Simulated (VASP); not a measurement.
# MgS in VASP: a series of runs

Runs on MgS. Level: PBE. Tasks: single point.

All numbers are computed with VASP 6.6.1; they aren't measurements. Logs are shortened: lines on timing, memory, paths and dates and some standing lists are left out, and cuts for length are marked.

## 1. The cell of the first run

The structure is hexagonal, space group P6_3mc (No. 186). Conventional cell: a = 4.035 Å, b = 4.035 Å, c = 6.432 Å, α = 90.00°, β = 90.00°, γ = 120.00°. Within 3.2 Å of Mg (site symmetry 3m) lie 4 S at 2.45 to 2.47 Å. S (site symmetry 3m) has 4 Mg at 2.45 to 2.47 Å within 3.2 Å.

## 2. Single point, PBE

Input file INCAR:

```
  PREC = Accurate
  ENCUT = 520
  EDIFF = 1E-6
  ISMEAR = 0
  SIGMA = 0.05
  LREAL = False
  LASPH = True
  NELM = 80
  ALGO = Normal
  ISIF = 2
  LWAVE = False
  LCHARG = False
  GGA = PE
  NBANDS = 16
```

Input file KPOINTS:

```
Automatic mesh
0
Gamma
  9 9 6
```

Input file POSCAR:

```
MgS
1.0
    4.0346224068      0.0000000000      0.0000000000
   -2.0173112034      3.4940854990      0.0000000000
    0.0000000000      0.0000000000      6.4322941800
Mg S
2 2
Direct
    0.6666666700      0.3333333300      0.4957548500
    0.3333333300      0.6666666700      0.9957548500
    0.3333333300      0.6666666700      0.3792441500
    0.6666666700      0.3333333300      0.8792441500
```

Potentials or basis: VASP PAW PBE potentials, release 64 (Mg, S).

Launch:

```
cat potpaw_PBE.64/Mg/POTCAR potpaw_PBE.64/S/POTCAR > POTCAR
mpirun -np 1 vasp_std > vasp.out
```

OUTCAR:

```text
PREC = Accurate
   ENCUT = 520
   EDIFF = 1E-6
   ISMEAR = 0
   LREAL = False
   LASPH = True
   NELM = 80
   ISIF = 2
   GGA = PE

 ion  position               nearest neighbor table
   1  0.667  0.333  0.496-   3 2.45   3 2.45   3 2.45   4 2.47
   2  0.333  0.667  0.996-   4 2.45   4 2.45   4 2.45   3 2.47
   3  0.333  0.667  0.379-   1 2.45   1 2.45   1 2.45   2 2.47
   4  0.667  0.333  0.879-   2 2.45   2 2.45   2 2.45   1 2.47

  LATTYP: Found a hexagonal cell.
 ALAT       =     4.0346224068
 C/A-ratio  =     1.5942741430

  Lattice vectors:

 A1 = (   4.0346224068,   0.0000000000,   0.0000000000)
 A2 = (  -2.0173112034,   3.4940854990,   0.0000000000)
 A3 = (   0.0000000000,   0.0000000000,   6.4322941800)

Analysis of symmetry for initial positions (statically):
=====================================================================
 Subroutine PRICEL returns:
 Original cell was already a primitive cell.

 Routine SETGRP: Setting up the symmetry group for a
 hexagonal supercell.

 Subroutine GETGRP returns: Found 12 space group operations
 (whereof  6 operations were pure point group operations)
 out of a pool of 24 trial point group operations.

The static configuration has the point symmetry C_3v.
 The point group associated with its full space group is C_6v.

Analysis of symmetry for dynamics (positions and initial velocities):
=====================================================================
 Subroutine PRICEL returns:
 Original cell was already a primitive cell.

 Routine SETGRP: Setting up the symmetry group for a
 hexagonal supercell.

 Subroutine GETGRP returns: Found 12 space group operations
 (whereof  6 operations were pure point group operations)
 out of a pool of 24 trial point group operations.

The dynamic configuration has the point symmetry C_3v.
 The point group associated with its full space group is C_6v.

 Subroutine INISYM returns: Found 12 space group operations
 (whereof  6 operations are pure point group operations),
 and found     1 'primitive' translations

----------------------------------------------------------------------------------------

                                     Primitive cell

  volume of cell :      90.6781

  direct lattice vectors                    reciprocal lattice vectors
     4.034622407  0.000000000  0.000000000     0.247854669  0.143098960  0.000000000
    -2.017311203  3.494085499  0.000000000     0.000000000  0.286197919  0.000000000
     0.000000000  0.000000000  6.432294180     0.000000000  0.000000000  0.155465526

  length of vectors
     4.034622407  4.034622407  6.432294180     0.286197919  0.286197919  0.155465526

  position of ions in fractional coordinates (direct lattice)
     0.666666670  0.333333330  0.495754850
     0.333333330  0.666666670  0.995754850
     0.333333330  0.666666670  0.379244150
     0.666666670  0.333333330  0.879244150

  ion indices of the primitive-cell ions
   primitive index   ion index
                 1           1
                 2           2
                 3           3
                 4           4

----------------------------------------------------------------------------------------

 KPOINTS: Automatic mesh

Automatic generation of k-mesh.
 Grid dimensions read from file:
 generate k-points for:    9    9    6

 Generating k-lattice:

  Cartesian coordinates                     Fractional coordinates (reciprocal lattice)
     0.027539408  0.015899884  0.000000000     0.111111111 -0.000000000  0.000000000
     0.000000000  0.031799769  0.000000000     0.000000000  0.111111111  0.000000000
     0.000000000  0.000000000  0.025910921     0.000000000  0.000000000  0.166666667

  Length of vectors
     0.031799769  0.031799769  0.025910921

  Shift w.r.t. Gamma in fractional coordinates (k-lattice)
     0.000000000  0.000000000  0.000000000

 Subroutine IBZKPT returns following result:
 ===========================================

 Found     48 irreducible k-points:

 Following reciprocal coordinates:
            Coordinates               Weight
  0.000000  0.000000  0.000000      1.000000
  0.111111 -0.000000  0.000000      6.000000
  0.222222  0.000000  0.000000      6.000000
  0.333333  0.000000  0.000000      6.000000
  0.444444  0.000000  0.000000      6.000000
  0.111111  0.111111  0.000000      6.000000
[... 16 lines left out ...]
  0.333333  0.222222  0.166667     24.000000
  0.333333  0.333333  0.166667      4.000000
 [... further k-points ...]
   k-points           NKPTS =     48   k-points in BZ     NKDIM =     48   number of bands    NBANDS=     16
   number of dos      NEDOS =    301   number of ions     NIONS =      4
   total plane-waves  NPLWV =  43200
   dimension x,y,z NGX =    30 NGY =   30 NGZ =   48
   dimension x,y,z NGXF=    60 NGYF=   60 NGZF=   96
   ions per type =               2   2
   NGX,Y,Z   is equivalent  to a cutoff of  12.36, 12.36, 12.41 a.u.
   NGXF,Y,Z  is equivalent  to a cutoff of  24.72, 24.72, 24.81 a.u.
 SYSTEM =  unknown system
   PREC   = accura    normal or accurate (medium, high low for compatibility)
   ISTART =      0    job   : 0-new  1-cont  2-samecut
   ICHARG =      2    charge: 1-file 2-atom 10-const
   ISPIN  =      1    spin polarized calculation?
   LNONCOLLINEAR =      F non collinear calculations
   LSORBIT =      F    spin-orbit coupling
   LASPH  =      T    aspherical Exc in radial PAW
   ENCUT  =  520.0 eV  38.22 Ry    6.18 a.u.   7.50  7.50 11.96*2*pi/ulx,y,z
   NELM   =     80;   NELMIN=  2; NELMDL= -5     # of ELM steps
   EDIFF  = 0.1E-05   stopping-criterion for ELM
   LREAL  =      F    real-space projection
   EDIFFG = 0.1E-04   stopping-criterion for IOM
   NSW    =      0    number of steps for IOM
   IBRION =     -1    ionic relax: 0-MD 1-quasi-New 2-CG
   NFREE  =      0    steps in history (QN), initial steepest desc. (CG)
   ISIF   =      2    stress and relaxation
   ISYM   =      2    0-nonsym 1-usesym 2-fastsym
   POTIM  = 0.5000    time-step for ionic-motion
   TEBEG  =    0.0;   TEEND  =   0.0 temperature during run
   PSTRESS=    0.0 pullay stress
   NELECT =      16.0000    total number of electrons
   NUPDOWN=      -1.0000    fix difference up-down
   EMIN   =  10.00;   EMAX   =-10.00  energy-range for DOS
   EFERMI =   0.00;   METHOD = LEGACY
   ISMEAR =     0;   SIGMA  =   0.05  broadening in eV -4-tet -1-fermi 0-gaus
   EFERMI_NEDOS =   21; number of points for ismear=-14 and -15
   IALGO  =     38    algorithm
   IMIX   =      4    mixing-type and parameters
     AMIX     =   0.40;   BMIX     =  1.00
     AMIX_MAG =   1.60;   BMIX_MAG =  1.00
  volume/ion in A,a.u.               =      22.67       152.98
  Fermi-wavevector in a.u.,A,eV,Ry     =   0.918221  1.735187 11.471486  0.843130
  Thomas-Fermi vector in A             =   2.043279
   LORBIT       =      0    0 simple, 1 ext, 2 COOP (PROOUT), +10 PAW based schemes
   GGA     = PE    functional components
   LHFCALC =     F    Hartree Fock is set to
   AEXX    =    0.0000 exact exchange contribution
   IVDW    =     0    specifies the selected vdW correction
   LEPSILON=     F    determine dielectric tensor
   LRPA    =     F    only Hartree local field effects (RPA)
 non-spin polarized calculation
 Gauss-broadening in eV      SIGMA  =   0.05
  energy-cutoff  :      520.00
  volume of cell :       90.68
 maximum number of plane-waves:      2468
 NGX is ok and might be reduce to    30
   NGX = 15   NGY = 15   NGZ = 23

 number of electron      16.0000004 magnetization

 Free energy of the ion-electron system (eV)
  ---------------------------------------------------
  ext. energy  EPLUGINS =         0.00000000
  ---------------------------------------------------
  free energy    TOTEN  =       -16.97569047 eV

  energy without entropy =      -16.97569047  energy(sigma->0) =      -16.97569047

 E-fermi :   1.4216     XC(G=0):  -8.3831

 val. band max:        1.1980161621   @ k =   0.0000   0.0000   0.0000
 cond. band min:       4.6321524226   @ k =   0.0000   0.0000   0.0000
 fundamental gap:      3.4341362605
 Fermi energy:         1.4216425121

 k-point     1 :       0.0000    0.0000    0.0000
  band No.  band energies     occupation
      1     -10.2129      2.00000
      2      -9.4839      2.00000
      3      -2.0197      2.00000
      4       0.6172      2.00000
      5       0.6172      2.00000
      6       1.0359      2.00000
[... 8 lines left out ...]
     15       9.6867      0.00000
     16      10.3345      0.00000

 k-point     2 :       0.1111   -0.0000    0.0000
  band No.  band energies     occupation
      1     -10.1523      2.00000
      2      -9.4540      2.00000
      3      -1.9241      2.00000
      4       0.2414      2.00000
      5       0.5162      2.00000
      6       0.6278      2.00000
[... 8 lines left out ...]
     15       9.7307      0.00000
     16       9.9321      0.00000

 k-point     3 :       0.2222    0.0000    0.0000
  band No.  band energies     occupation
      1      -9.9866      2.00000
      2      -9.3818      2.00000
      3      -1.6532      2.00000
      4      -0.5523      2.00000
      5      -0.1289      2.00000
      6       0.2981      2.00000
[... 8 lines left out ...]
     15       9.8987      0.00000
     16      10.0878      0.00000

 k-point     4 :       0.3333    0.0000    0.0000
  band No.  band energies     occupation
      1      -9.7651      2.00000
      2      -9.3154      2.00000
      3      -1.4044      2.00000
      4      -1.1409      2.00000
      5      -0.7860      2.00000
      6       0.0886      2.00000
[... 8 lines left out ...]
     15       9.8369      0.00000
     16      11.3134      0.00000
[... 324 lines left out ...]
 k-point    22 :       0.2222    0.2222    0.1667
  band No.  band energies     occupation
      1      -9.6298      2.00000
      2      -9.3207      2.00000
      3      -1.4253      2.00000
      4      -1.2551      2.00000
      5      -0.5187      2.00000
      6      -0.3476      2.00000
[... 8 lines left out ...]
     15       9.7444      0.00000
     16      11.0209      0.00000

 k-point    23 :       0.3333    0.2222    0.1667
  band No.  band energies     occupation
      1      -9.4732      2.00000
      2      -9.3190      2.00000
      3      -1.5645      2.00000
      4      -1.3018      2.00000
      5      -0.7675      2.00000
      6      -0.2162      2.00000
[... 8 lines left out ...]
     15      10.2839      0.00000
     16      11.7417      0.00000

 k-point    24 :       0.3333    0.3333    0.1667
  band No.  band energies     occupation
      1      -9.3684      2.00000
      2      -9.3684      2.00000
      3      -1.2754      2.00000
      4      -1.2754      2.00000
      5      -1.2187      2.00000
      6      -0.2617      2.00000
[... 8 lines left out ...]
     15      10.5554      0.00000
     16      11.8646      0.00000

 [... further k-points ...]

------------------------ aborting loop because EDIFF is reached ----------------------------------------

  FORCE on cell =-STRESS in cart. coord.  units (eV):
  Direction    XX          YY          ZZ          XY          YZ          ZX
  --------------------------------------------------------------------------------------
  -------------------------------------------------------------------------------------
  Total        0.5668084      0.5668084      0.4256862      0.0000000      0.0000000      0.0000000
  in kB       10.0148529     10.0148529      7.5213845      0.0000000      0.0000000      0.0000000
  external PRESSURE =       9.1836968 kB  Pullay stress =       0.0000000 kB

 VOLUME and BASIS-vectors are now :
 -----------------------------------------------------------------------------
  energy-cutoff  :      520.00
  volume of cell :       90.68
      direct lattice vectors                 reciprocal lattice vectors
     4.034622407  0.000000000  0.000000000     0.247854669  0.143098960  0.000000000
    -2.017311203  3.494085499  0.000000000     0.000000000  0.286197919  0.000000000
     0.000000000  0.000000000  6.432294180     0.000000000  0.000000000  0.155465526

 POSITION                                       TOTAL-FORCE (eV/Angst)
 -----------------------------------------------------------------------------------
      2.01731      1.16470      3.18884        -0.000000      0.000000      0.048480
     -0.00000      2.32939      6.40499        -0.000000      0.000000      0.048480
     -0.00000      2.32939      2.43941        -0.000000      0.000000     -0.048480
      2.01731      1.16470      5.65556         0.000000     -0.000000     -0.048480
 -----------------------------------------------------------------------------------
    total drift:                               -0.000010      0.000006      0.000054

  FREE ENERGIE OF THE ION-ELECTRON SYSTEM (eV)
  ---------------------------------------------------
  free  energy   TOTEN  =       -16.9756904672 eV

  energy  without entropy=      -16.9756904672  energy(sigma->0) =      -16.97569047
```

Wall time 29 s (1 thread of AMD EPYC 9R45 (Zen 5), shared host); peak memory 0.19 GiB.

Results:

| Property | Result |
| --- | --- |
| Free energy | -16.9757 eV |
| Pressure | 0.9 GPa |
| Largest force | 0.048 eV/Å |
| Band gap on the k mesh | 3.43 eV, direct |

Forces on the atoms (eV/Å):
```
Mg   0.000  0.000  0.048
Mg   0.000  0.000  0.048
S    0.000  0.000 -0.048
S    0.000  0.000 -0.048
```

Stress tensor (GPa, compression positive):
```
1.00 0.00 0.00
0.00 1.00 0.00
0.00 0.00 0.75
```

A k mesh can miss the band edges.

## 3. Single point, PBE

Input file INCAR:

```
SYSTEM = MgS
ALGO = Normal
EDIFF = 1E-6
ENCUT = 520
GGA = PE
ISIF = 2
ISMEAR = 0
LASPH = .True.
LCHARG = .False.
LREAL = .False.
LWAVE = .False.
NBANDS = 16
NELM = 80
PREC = Accurate
SIGMA = 0.05
```

Input file KPOINTS:

```
k-points
0
Gamma
  9 9 6
  0 0 0
```

Changes to POSCAR since step 2:

```diff
@@ -11,2 +11,2 @@
     0.3333333300      0.6666666700      0.3792441500
-    0.6666666700      0.3333333300      0.8792441500
+    0.6666666700      0.3333333300      0.8947907026
```

Potentials or basis: VASP PAW PBE potentials, release 64 (Mg, S).

Launch:

```
cat potpaw_PBE.64/Mg/POTCAR potpaw_PBE.64/S/POTCAR > POTCAR
mpirun -np 1 vasp_std > vasp.out
```

OUTCAR:

```text
SYSTEM = MgS
   EDIFF = 1E-6
   ENCUT = 520
   GGA = PE
   ISIF = 2
   ISMEAR = 0
   LASPH = .True.
   LREAL = .False.
   NELM = 80
   PREC = Accurate

 ion  position               nearest neighbor table
   1  0.667  0.333  0.496-   3 2.45   3 2.45   3 2.45   4 2.57
   2  0.333  0.667  0.996-   4 2.42   4 2.42   4 2.42   3 2.47
   3  0.333  0.667  0.379-   1 2.45   1 2.45   1 2.45   2 2.47
   4  0.667  0.333  0.895-   2 2.42   2 2.42   2 2.42   1 2.57

  LATTYP: Found a hexagonal cell.
[... 654 lines left out ...]

  FORCE on cell =-STRESS in cart. coord.  units (eV):
  Direction    XX          YY          ZZ          XY          YZ          ZX
  --------------------------------------------------------------------------------------
  -------------------------------------------------------------------------------------
  Total        0.9361781      0.9361781     -0.1704532      0.0000000     -0.0000000      0.0000000
  in kB       16.5411898     16.5411898     -3.0117116      0.0000000     -0.0000000      0.0000000
  external PRESSURE =      10.0235560 kB  Pullay stress =       0.0000000 kB

 VOLUME and BASIS-vectors are now :
 -----------------------------------------------------------------------------
  energy-cutoff  :      520.00
  volume of cell :       90.68
      direct lattice vectors                 reciprocal lattice vectors
     4.034622407  0.000000000  0.000000000     0.247854669  0.143098960  0.000000000
    -2.017311203  3.494085499  0.000000000     0.000000000  0.286197919  0.000000000
     0.000000000  0.000000000  6.432294180     0.000000000  0.000000000  0.155465526

 POSITION                                       TOTAL-FORCE (eV/Angst)
 -----------------------------------------------------------------------------------
      2.01731      1.16470      3.18884         0.000000     -0.000000      0.286322
     -0.00000      2.32939      6.40499         0.000000     -0.000000      0.193239
     -0.00000      2.32939      2.43941         0.000000      0.000000      0.186602
      2.01731      1.16470      5.75556        -0.000000     -0.000000     -0.666163
 -----------------------------------------------------------------------------------
    total drift:                                0.000000     -0.000000     -0.000073

  FREE ENERGIE OF THE ION-ELECTRON SYSTEM (eV)
  ---------------------------------------------------
  free  energy   TOTEN  =       -16.9383071523 eV

  energy  without entropy=      -16.9383071523  energy(sigma->0) =      -16.93830715
```

OSZICAR:

```text
N       E                     dE             d eps       ncg     rms          rms(c)
DAV:   1     0.623462354507E+02    0.62346E+02   -0.59867E+03  1984   0.808E+02
DAV:   2    -0.119678848395E+02   -0.74314E+02   -0.67419E+02  2848   0.137E+02
DAV:   3    -0.178905987298E+02   -0.59227E+01   -0.58966E+01  2696   0.419E+01
DAV:   4    -0.179624708167E+02   -0.71872E-01   -0.71862E-01  2424   0.566E+00
DAV:   5    -0.179637704288E+02   -0.12996E-02   -0.12996E-02  2696   0.779E-01    0.575E+00
DAV:   6    -0.169887094317E+02    0.97506E+00   -0.15039E+00  2144   0.566E+00    0.444E+00
DAV:   7    -0.169217290343E+02    0.66980E-01   -0.38210E-01  2496   0.289E+00    0.333E+00
DAV:   8    -0.169402845013E+02   -0.18555E-01   -0.40159E-02  2192   0.138E+00    0.215E+00
DAV:   9    -0.169377151358E+02    0.25694E-02   -0.46262E-03  2352   0.472E-01    0.457E-01
DAV:  10    -0.169380713452E+02   -0.35621E-03   -0.92311E-04  2688   0.143E-01    0.114E-01
DAV:  11    -0.169383000446E+02   -0.22870E-03   -0.22166E-04  2176   0.801E-02    0.646E-02
DAV:  12    -0.169383049399E+02   -0.48953E-05   -0.72862E-06  2672   0.159E-02    0.267E-02
DAV:  13    -0.169383071838E+02   -0.22439E-05   -0.43203E-06  2208   0.109E-02    0.760E-03
DAV:  14    -0.169383071523E+02    0.31535E-07   -0.51772E-07  2056   0.390E-03
   1 F= -.16938307E+02 E0= -.16938307E+02  d E =-.874035E-12
```

stdout:

```text
POSCAR found type information on POSCAR MgS
 POSCAR found :  2 types and       4 ions
 scaLAPACK will be used
 LDA part: xc-table for (Slater+PW92), standard interpolation
 POSCAR, INCAR and KPOINTS ok, starting setup
 FFT: planning ... GRIDC
 FFT: planning ... GRID_SOFT
 FFT: planning ... GRID
 WAVECAR not read
 entering main loop
```

Run time: 43 s. Hardware: 1 thread of AMD EPYC 9R45 (Zen 5), shared host; peak memory 0.21 GiB.

What came out:

* Free energy: -16.9383 eV
* Pressure: 1.0 GPa
* Largest force: 0.666 eV/Å
* Band gap on the k mesh: 3.35 eV, direct

Forces on the atoms (eV/Å):
```
Mg   0.000  0.000  0.286
Mg   0.000  0.000  0.193
S    0.000  0.000  0.187
S    0.000  0.000 -0.666
```
